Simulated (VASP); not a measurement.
Input of a VASP 6.6.1 run:

File INCAR:

```
SYSTEM = MgF2
PREC     = Accurate       ! precision mode
ENCUT    = 600            ! plane-wave cutoff, eV
EDIFF    = 1E-7           ! SCF threshold, eV
ISMEAR   = 0              ! smearing method
SIGMA    = 0.02           ! smearing width, eV
LREAL    = .False.        ! projectors in reciprocal space
LASPH    = .True.         ! aspherical terms in the spheres
NELM     = 120            ! most SCF steps
ALGO     = Normal         ! electronic algorithm
ISIF     = 4              ! what is computed and relaxed
LWAVE    = .False.        ! write WAVECAR
LCHARG   = .False.        ! write CHGCAR
GGA      = PS             ! functional
IBRION   = 2              ! ionic algorithm
NSW      = 50             ! ionic steps
EDIFFG   = -0.01          ! ionic threshold
GGA_COMPAT= .False.      
NELMIN   = 4
```

The input KPOINTS:

```
Automatic mesh
0
Gamma
  6 6 8
  0 0 0
```

Contents of POSCAR:

```
MgF2
1.0
    4.7337584878      0.0000000000      0.0000000000
    0.0000000000      4.7337584878      0.0000000000
    0.0000000000      0.0000000000      3.1169886645
Mg F
2 4
Direct
    0.0000000000      0.0000000000      0.0000000000
    0.5000000000      0.5000000000      0.5000000000
    0.3040321448      0.3040321448      0.0000000000
    0.1959678552      0.8040321448      0.5000000000
    0.6959678552      0.6959678552      0.0000000000
    0.8040321448      0.1959678552      0.5000000000
```

Potentials or basis: VASP PAW PBE potentials, release 64 (Mg, F).

Run with:

```console
$ cat potpaw_PBE.64/Mg/POTCAR potpaw_PBE.64/F/POTCAR > POTCAR
$ mpirun -np 1 vasp_std > vasp.out
```

Task: Estimate the band gap on the k mesh.

Result: 6.50 eV.

Final structure:
```
Mg F
1.0
     4.74172    0.00000    0.00000
     0.00000    4.74172    0.00000
     0.00000    0.00000    3.10653
Mg F
2 4
Direct
  0.00000 0.00000 0.00000
  0.50000 0.50000 0.50000
  0.30486 0.30486 0.00000
  0.19514 0.80486 0.50000
  0.69514 0.69514 0.00000
  0.80486 0.19514 0.50000
```

 A k mesh can miss the band edges.
